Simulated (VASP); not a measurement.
Wanted: the native input for a VASP 6.6.1 run.

```yaml
Task: single point
Functional: PBEsol
Potentials_or_basis: VASP PAW PBE potentials, release 64 (In_d, Se)
Cutoff: 520 eV
k_mesh: 6 × 6 × 6
Occupations: gaussian, width 0.01 eV
Spin: no spin polarisation
Dipole_correction: no
Further_INCAR_settings: ALGO = Normal; EDIFF = 1e-06; NBANDS = 27
```

The structure of InSe lies in POSCAR:

```
InSe
1.0
    5.8679031300     -2.0550000000      0.0000000000
    5.8679031300      2.0550000000      0.0000000000
   -1.5994149700      0.0000000000      4.3236525900
In Se
2 2
Direct
    0.8840000000      0.8840000000      0.0050000000
    0.1160000000      0.1160000000      0.9950000000
    0.6600000000      0.6600000000      0.6420000000
    0.3400000000      0.3400000000      0.3580000000
```

These files were run (other wordings do the same):

INCAR

```
ALGO = Normal
EDIFF = 1E-6
ENCUT = 520
GGA = PS
ISIF = 2
ISMEAR = 0
LASPH = True
LCHARG = False
LREAL = False
LWAVE = False
NBANDS = 27
NELM = 80
PREC = Accurate
SIGMA = 0.01
```

KPOINTS

```
k-points
0
Gamma
  6 6 6
```

Potentials or basis: VASP PAW PBE potentials, release 64 (In_d, Se).

Run with:

```bash
$ cat potpaw_PBE.64/In_d/POTCAR potpaw_PBE.64/Se/POTCAR > POTCAR
$ mpirun -np 1 vasp_std > vasp.out
```

Results of the run:

```
Pressure               : -0.1 GPa
Largest force          : 0.702 eV/Å
Band gap on the k mesh : 1.05 eV (least direct gap 1.29 eV)
```

Caveat: the PAW data sets were made with another functional, which shifts forces and pressure a little; spin-orbit coupling is left out, which moves the levels of the heavy elements.

Wall time 3.1 min on 1 thread of Intel(R) Xeon(R) Platinum 8259CL CPU @ 2.50GHz (Skylake/Cascade Lake), on a shared host, peak memory 0.37 GiB.
